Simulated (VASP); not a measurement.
Input of a VASP 6.6.1 run:

The input INCAR:

```
PREC     = Accurate       # precision mode
ENCUT    = 520            # plane-wave cutoff, eV
EDIFF    = 1E-7           # SCF threshold, eV
ISMEAR   = -1             # smearing method
SIGMA    = 0.05           # smearing width, eV
LREAL    = False          # projectors in reciprocal space
LASPH    = True           # aspherical terms in the spheres
NELM     = 100            # most SCF steps
ALGO     = Normal         # electronic algorithm
ISIF     = 2              # what is computed and relaxed
LWAVE    = False          # write WAVECAR
LCHARG   = False          # write CHGCAR
GGA      = PS             # functional
NBANDS   = 12             # bands
```

File KPOINTS:

```
Automatic mesh
0
Gamma
  17 17 17
```

Contents of POSCAR:

```
Zn
1.0
    2.4757813694      0.0000000000      0.0000000000
    0.0000000000      2.4757813694      0.0000000000
    0.0000000000      0.0000000000      2.4757813694
Zn
1
Direct
    0.0000000000      0.0000000000      0.0000000000
```

Potentials or basis: VASP PAW PBE potentials, release 64 (Zn).

Launch:

```sh
$ cat potpaw_PBE.64/Zn/POTCAR > POTCAR
$ mpirun -np 1 vasp_std > vasp.out
```

(1) Predict the pressure.

(2) What does it give for the band gap on the k mesh?

Results:

(1) 8.9 GPa.

(2) zero (band 6 reaches 8.39 eV, above the bottom of band 7 at 0.49 eV).

Caveat: the PAW data sets were made with another functional, which shifts forces and pressure a little.
